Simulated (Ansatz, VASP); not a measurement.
PbF4 in VASP and in Ansatz

```xyz
5
Lattice="12.1500 0.0000 0.0000 0.0000 12.1500 0.0000 0.0000 0.0000 11.5200" Properties=species:S:1:pos:R:3 pbc="T T T"
Pb    6.0739    6.0739    5.7581
F     7.6478    6.0739    7.0161
F     6.0739    7.6478    4.5000
F     4.5000    6.0739    7.0161
F     6.0739    4.5000    4.5000
```

Alike in both runs: task single point; functional PBE; k mesh 1 × 1 × 1; occupations gaussian, width 0.01 eV; no spin polarisation.

```csv
,VASP,Ansatz
version,VASP 6.6.1,Ansatz 0.2.0
potentials or method,"VASP PAW PBE potentials, release 64 (Pb_d, F_h), cutoff 1010 eV","scalar-relativistic, plane waves, PAW"
valence electrons in the cell,42,42
```

|  | VASP | Ansatz | Ansatz less VASP |
| --- | --- | --- | --- |
| gap on the k mesh at the Fermi level (eV) | 3.36 | 3.37 | +0.009 |
| rms of the force components (eV/Å) | 0.041 | 0.048 | +0.0066 |

Atom by atom the forces differ by 0.025 eV/Å (rms over components). With one functional, cell and mesh, what is left measures potentials, basis and numerics. Ansatz's warnings: structure snapped to symmetry.

Neither program's run includes spin-orbit coupling.
